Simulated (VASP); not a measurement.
# Ga (Fd-3m) in VASP: further runs

Runs on Ga. Level: BLYP. Tasks: single point.

All numbers are computed with VASP 6.6.1; they aren't measurements. Logs are shortened: lines on timing, memory, paths and dates and some standing lists are left out, and cuts for length are marked.

## Step 1: The cell of the first run

Symmetry: Fd-3m, No. 227, cubic system. Conventional cell: a = 6.045 Å, b = 6.045 Å, c = 6.045 Å, α = 90.00°, β = 90.00°, γ = 90.00°. Within 3.5 Å of Ga (site symmetry -43m) lie 4 Ga at 2.62 Å.

## Step 2: Single point, BLYP

INCAR

```
SYSTEM = Ga
  AGGAC = 1.0
  AGGAX = 1.0
  ALDAC = 0.0
  ALDAX = 1.0
  ALGO = Normal
  EDIFF = 1E-7
  ENCUT = 520
  GGA = B5
  ISIF = 2
  ISMEAR = -1
  LASPH = .True.
  LCHARG = .False.
  LREAL = .False.
  LWAVE = .False.
  NBANDS = 20
  NELM = 80
  PREC = Accurate
  SIGMA = 0.1
```

KPOINTS

```
k-points
0
Gamma
  9 9 9
  0 0 0
```

POSCAR

```
Ga
1.0
    0.0000000000      3.0225707249      3.0225707249
    3.0225707249      0.0000000000      3.0225707249
    3.0225707249      3.0225707249      0.0000000000
Ga
2
Direct
    0.1250000000      0.1250000000      0.1250000000
    0.8750000000      0.8750000000      0.8750000000
```

Potentials or basis: VASP PAW PBE potentials, release 64 (Ga_d).

The run is started by

```console
$ cat potpaw_PBE.64/Ga_d/POTCAR > POTCAR
$ mpirun -np 1 vasp_std > vasp.out
```

OUTCAR:

```text
SYSTEM = Ga
   EDIFF = 1E-7
   ENCUT = 520
   GGA = B5
   ISIF = 2
   ISMEAR = -1
   LASPH = .True.
   LREAL = .False.
   NELM = 80
   PREC = Accurate

 ion  position               nearest neighbor table
   1  0.125  0.125  0.125-   2 2.62   2 2.62   2 2.62   2 2.62
   2  0.875  0.875  0.875-   1 2.62   1 2.62   1 2.62   1 2.62

  LATTYP: Found a face centered cubic cell.
 ALAT       =     6.0451414498

  Lattice vectors:

 A1 = (   0.0000000000,   3.0225707249,   3.0225707249)
 A2 = (   3.0225707249,   0.0000000000,   3.0225707249)
 A3 = (   3.0225707249,   3.0225707249,   0.0000000000)

Analysis of symmetry for initial positions (statically):
=====================================================================
 Subroutine PRICEL returns:
 Original cell was already a primitive cell.

 Routine SETGRP: Setting up the symmetry group for a
 face centered cubic supercell.

 Subroutine GETGRP returns: Found 48 space group operations
 (whereof 12 operations were pure point group operations)
 out of a pool of 48 trial point group operations.

The static configuration has the point symmetry D_3d.
 The point group associated with its full space group is O_h .

Analysis of symmetry for dynamics (positions and initial velocities):
=====================================================================
 Subroutine PRICEL returns:
 Original cell was already a primitive cell.

 Routine SETGRP: Setting up the symmetry group for a
 face centered cubic supercell.

 Subroutine GETGRP returns: Found 48 space group operations
 (whereof 12 operations were pure point group operations)
 out of a pool of 48 trial point group operations.

The dynamic configuration has the point symmetry D_3d.
 The point group associated with its full space group is O_h .

 Subroutine INISYM returns: Found 48 space group operations
 (whereof 12 operations are pure point group operations),
 and found     1 'primitive' translations

----------------------------------------------------------------------------------------

                                     Primitive cell

  volume of cell :      55.2280

  direct lattice vectors                    reciprocal lattice vectors
     0.000000000  3.022570725  3.022570725    -0.165422101  0.165422101  0.165422101
     3.022570725  0.000000000  3.022570725     0.165422101 -0.165422101  0.165422101
     3.022570725  3.022570725  0.000000000     0.165422101  0.165422101 -0.165422101

  length of vectors
     4.274560512  4.274560512  4.274560512     0.286519484  0.286519484  0.286519484

  position of ions in fractional coordinates (direct lattice)
     0.125000000  0.125000000  0.125000000
     0.875000000  0.875000000  0.875000000

  ion indices of the primitive-cell ions
   primitive index   ion index
                 1           1
                 2           2

----------------------------------------------------------------------------------------

 KPOINTS: k-points

Automatic generation of k-mesh.
 Grid dimensions read from file:
 generate k-points for:    9    9    9

 Generating k-lattice:

  Cartesian coordinates                     Fractional coordinates (reciprocal lattice)
    -0.018380233  0.018380233  0.018380233     0.111111111  0.000000000  0.000000000
     0.018380233 -0.018380233  0.018380233     0.000000000  0.111111111  0.000000000
     0.018380233  0.018380233 -0.018380233     0.000000000  0.000000000  0.111111111

  Length of vectors
     0.031835498  0.031835498  0.031835498

  Shift w.r.t. Gamma in fractional coordinates (k-lattice)
     0.000000000  0.000000000  0.000000000

 Subroutine IBZKPT returns following result:
 ===========================================

 Found     35 irreducible k-points:

 Following reciprocal coordinates:
            Coordinates               Weight
  0.000000  0.000000  0.000000      1.000000
  0.111111  0.000000  0.000000      8.000000
  0.222222  0.000000  0.000000      8.000000
  0.333333  0.000000  0.000000      8.000000
  0.444444  0.000000  0.000000      8.000000
  0.111111  0.111111  0.000000      6.000000
[... 16 lines left out ...]
 -0.333333  0.333333  0.000000     12.000000
  0.444444  0.444444  0.000000      6.000000
 [... further k-points ...]
   k-points           NKPTS =     35   k-points in BZ     NKDIM =     35   number of bands    NBANDS=     20
   number of dos      NEDOS =    301   number of ions     NIONS =      2
   total plane-waves  NPLWV =  32768
   dimension x,y,z NGX =    32 NGY =   32 NGZ =   32
   dimension x,y,z NGXF=    64 NGYF=   64 NGZF=   64
   ions per type =               2
   NGX,Y,Z   is equivalent  to a cutoff of  12.45, 12.45, 12.45 a.u.
   NGXF,Y,Z  is equivalent  to a cutoff of  24.89, 24.89, 24.89 a.u.
 SYSTEM =  Ga
   PREC   = accura    normal or accurate (medium, high low for compatibility)
   ISTART =      0    job   : 0-new  1-cont  2-samecut
   ICHARG =      2    charge: 1-file 2-atom 10-const
   ISPIN  =      1    spin polarized calculation?
   LNONCOLLINEAR =      F non collinear calculations
   LSORBIT =      F    spin-orbit coupling
   LASPH  =      T    aspherical Exc in radial PAW
   ENCUT  =  520.0 eV  38.22 Ry    6.18 a.u.   7.95  7.95  7.95*2*pi/ulx,y,z
   NELM   =     80;   NELMIN=  2; NELMDL= -5     # of ELM steps
   EDIFF  = 0.1E-06   stopping-criterion for ELM
   LREAL  =      F    real-space projection
   EDIFFG = 0.1E-05   stopping-criterion for IOM
   NSW    =      0    number of steps for IOM
   IBRION =     -1    ionic relax: 0-MD 1-quasi-New 2-CG
   NFREE  =      0    steps in history (QN), initial steepest desc. (CG)
   ISIF   =      2    stress and relaxation
   ISYM   =      2    0-nonsym 1-usesym 2-fastsym
   POTIM  = 0.5000    time-step for ionic-motion
   TEBEG  =    0.0;   TEEND  =   0.0 temperature during run
   PSTRESS=    0.0 pullay stress
   NELECT =      26.0000    total number of electrons
   NUPDOWN=      -1.0000    fix difference up-down
   EMIN   =  10.00;   EMAX   =-10.00  energy-range for DOS
   EFERMI =   0.00;   METHOD = LEGACY
   ISMEAR =    -1;   SIGMA  =   0.10  broadening in eV -4-tet -1-fermi 0-gaus
   EFERMI_NEDOS =   21; number of points for ismear=-14 and -15
   IALGO  =     38    algorithm
   IMIX   =      4    mixing-type and parameters
     AMIX     =   0.40;   BMIX     =  1.00
     AMIX_MAG =   1.60;   BMIX_MAG =  1.00
  volume/ion in A,a.u.               =      27.61       186.35
  Fermi-wavevector in a.u.,A,eV,Ry     =   1.273541  2.406643 22.067368  1.621906
  Thomas-Fermi vector in A             =   2.406358
   LORBIT       =      0    0 simple, 1 ext, 2 COOP (PROOUT), +10 PAW based schemes
   GGA     = B5    functional components
   LHFCALC =     F    Hartree Fock is set to
   AEXX    =    0.0000 exact exchange contribution
   IVDW    =     0    specifies the selected vdW correction
   LEPSILON=     F    determine dielectric tensor
   LRPA    =     F    only Hartree local field effects (RPA)
 non-spin polarized calculation
  energy-cutoff  :      520.00
  volume of cell :       55.23
 maximum number of plane-waves:      1499
   NGX = 15   NGY = 15   NGZ = 15

 number of electron      25.9999981 magnetization

 Free energy of the ion-electron system (eV)
  ---------------------------------------------------
  ext. energy  EPLUGINS =         0.00000000
  ---------------------------------------------------
  free energy    TOTEN  =        -4.16882030 eV

  energy without entropy =       -4.11590139  energy(sigma->0) =       -4.14236085

 E-fermi :   2.5333     XC(G=0):  -8.3607

 val. band max:        2.5220110214   @ k =   0.3333   0.3333   0.0000
 cond. band min:       2.5470081837   @ k =  -0.4444   0.1111   0.0000
 fundamental gap:      0.0249971623
 Fermi energy:         2.5332737732

 k-point     1 :       0.0000    0.0000    0.0000
  band No.  band energies     occupation
      1     -12.2824      2.00000
      2     -12.2824      2.00000
      3     -12.2824      2.00000
      4     -12.2472      2.00000
      5     -12.2472      2.00000
      6     -11.9940      2.00000
[... 12 lines left out ...]
     19      10.1245      0.00000
     20      13.2178      0.00000

 k-point     2 :       0.1111    0.0000    0.0000
  band No.  band energies     occupation
      1     -12.2918      2.00000
      2     -12.2918      2.00000
      3     -12.2805      2.00000
      4     -12.2339      2.00000
      5     -12.2339      2.00000
      6     -12.0013      2.00000
[... 12 lines left out ...]
     19      10.8401      0.00000
     20      12.3735      0.00000

 k-point     3 :       0.2222    0.0000    0.0000
  band No.  band energies     occupation
      1     -12.3030      2.00000
      2     -12.3030      2.00000
      3     -12.2758      2.00000
      4     -12.2141      2.00000
      5     -12.2141      2.00000
      6     -12.0127      2.00000
[... 12 lines left out ...]
     19      11.5898      0.00000
     20      11.9952      0.00000

 k-point     4 :       0.3333    0.0000    0.0000
  band No.  band energies     occupation
      1     -12.3081      2.00000
      2     -12.3081      2.00000
      3     -12.2704      2.00000
      4     -12.2015      2.00000
      5     -12.2015      2.00000
      6     -12.0187      2.00000
[... 12 lines left out ...]
     19      11.4505      0.00000
     20      12.6452      0.00000

 k-point     5 :       0.4444    0.0000    0.0000
  band No.  band energies     occupation
      1     -12.3091      2.00000
      2     -12.3091      2.00000
      3     -12.2668      2.00000
      4     -12.1975      2.00000
      5     -12.1975      2.00000
      6     -12.0235      2.00000
[... 12 lines left out ...]
     19      13.2183      0.00000
     20      14.0654      0.00000
[... 353 lines left out ...]
      6     -12.0941      2.00000
[... 12 lines left out ...]
     19      14.0772      0.00000
     20      15.0524      0.00000

 k-point    22 :      -0.4444    0.3333    0.0000
  band No.  band energies     occupation
      1     -12.3396      2.00000
      2     -12.3191      2.00000
      3     -12.2378      2.00000
      4     -12.1619      2.00000
      5     -12.1278      2.00000
      6     -12.0983      2.00000
[... 12 lines left out ...]
     19      12.9609      0.00000
     20      14.1034      0.00000

 k-point    23 :      -0.3333    0.3333    0.0000
  band No.  band energies     occupation
      1     -12.3437      2.00000
      2     -12.3223      2.00000
      3     -12.2289      2.00000
      4     -12.1373      2.00000
      5     -12.1244      2.00000
      6     -12.1185      2.00000
[... 12 lines left out ...]
     19      11.1679      0.00000
     20      12.6385      0.00000

 k-point    24 :       0.4444    0.4444    0.0000
  band No.  band energies     occupation
      1     -12.3166      2.00000
      2     -12.3166      2.00000
      3     -12.2597      2.00000
      4     -12.2113      2.00000
      5     -12.1223      2.00000
      6     -12.0719      2.00000
[... 12 lines left out ...]
     19      14.1033      0.00000
     20      15.6208      0.00000

 [... further k-points ...]

------------------------ aborting loop because EDIFF is reached ----------------------------------------

  FORCE on cell =-STRESS in cart. coord.  units (eV):
  Direction    XX          YY          ZZ          XY          YZ          ZX
  --------------------------------------------------------------------------------------
  -------------------------------------------------------------------------------------
  Total        0.0271591      0.0271591      0.0271591      0.0000000     -0.0000000      0.0000000
  in kB        0.7878916      0.7878916      0.7878916      0.0000000     -0.0000000      0.0000000
  external PRESSURE =       0.7878916 kB  Pullay stress =       0.0000000 kB

 VOLUME and BASIS-vectors are now :
 -----------------------------------------------------------------------------
  energy-cutoff  :      520.00
  volume of cell :       55.23
      direct lattice vectors                 reciprocal lattice vectors
     0.000000000  3.022570725  3.022570725    -0.165422101  0.165422101  0.165422101
     3.022570725  0.000000000  3.022570725     0.165422101 -0.165422101  0.165422101
     3.022570725  3.022570725  0.000000000     0.165422101  0.165422101 -0.165422101

 POSITION                                       TOTAL-FORCE (eV/Angst)
 -----------------------------------------------------------------------------------
      0.75564      0.75564      0.75564         0.000000      0.000000      0.000000
      5.28950      5.28950      5.28950        -0.000000     -0.000000     -0.000000
 -----------------------------------------------------------------------------------
    total drift:                                0.000000      0.000000     -0.000000

  FREE ENERGIE OF THE ION-ELECTRON SYSTEM (eV)
  ---------------------------------------------------
  free  energy   TOTEN  =        -4.1688203044 eV

  energy  without entropy=       -4.1159013920  energy(sigma->0) =       -4.14236085
```

Run time: 38 s. Hardware: 1 thread of Intel Xeon Platinum 8488C (Sapphire Rapids), shared host; peak memory 0.18 GiB.

What came out:

```
Free energy            : -4.1688 eV
Pressure               : 0.1 GPa
Band gap on the k mesh : zero (band 13 reaches 4.98 eV, above the bottom of band 14 at 1.69 eV)
```

Caveat: the PAW data sets were made with another functional, which shifts forces and pressure a little.

(Part 1 of 2 ends here.)
